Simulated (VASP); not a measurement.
**KF: vibrations by perturbation theory with PBEsol**

The system is KF.

```
K F
1.0
     4.46791    0.00000    0.00000
    -2.23395    3.86932    0.00000
     0.00000    0.00000    5.26032
K F
2 2
Direct
  0.33333 0.66667 0.93750
  0.66667 0.33333 0.43750
  0.33333 0.66667 0.43750
  0.66667 0.33333 0.93750
```

| Item | Value |
| --- | --- |
| Program | VASP 6.6.1 |
| Task | vibrations by perturbation theory |
| Functional | PBEsol |
| Potentials or basis | VASP PAW PBE potentials, release 64 (K_sv, F) |
| Cutoff | 520 eV |
| k mesh | 6 × 6 × 4 |
| Occupations | gaussian, width 0.01 eV |
| Spin | no spin polarisation |
| Dipole correction | no |
| Further INCAR settings | ALGO = Normal; EDIFF = 1e-08; IBRION = 8; NSW = 1 |

The electronic dielectric tensor (diagonal) is 1.81, 1.81, 1.85, the born charges (mean of the diagonal) is K +1.10; F -1.10 e and the highest phonon frequency at Γ, LO-TO splitting left out is 212 cm⁻¹.

Phonon frequencies in cm⁻¹ (negative: imaginary):
| q point | frequencies |
| --- | --- |
| (0.000, 0.000, 0.000) | -1 -1 0 93 93 155 192 210 211 211 212 212 |

Electronic dielectric tensor:
```
1.81 0.00 0.00
0.00 1.81 0.00
0.00 0.00 1.85
```

Born effective charge tensors (e):
atom 1, K
```
1.06 0.00 0.00
0.00 1.06 0.00
0.00 0.00 1.16
```
atom 2, K
```
1.06 0.00 0.00
0.00 1.06 0.00
0.00 0.00 1.16
```
atom 3, F
```
-1.06  0.00  0.00
 0.00 -1.06  0.00
 0.00  0.00 -1.16
```
atom 4, F
```
-1.06  0.00  0.00
 0.00 -1.06  0.00
 0.00  0.00 -1.16
```

Run time: 21 min on 1 thread of Intel Xeon 8259CL, on a shared host, peak memory 0.47 GiB.

Caveat: the structure was generated, so it needn't be the stable form of KF.
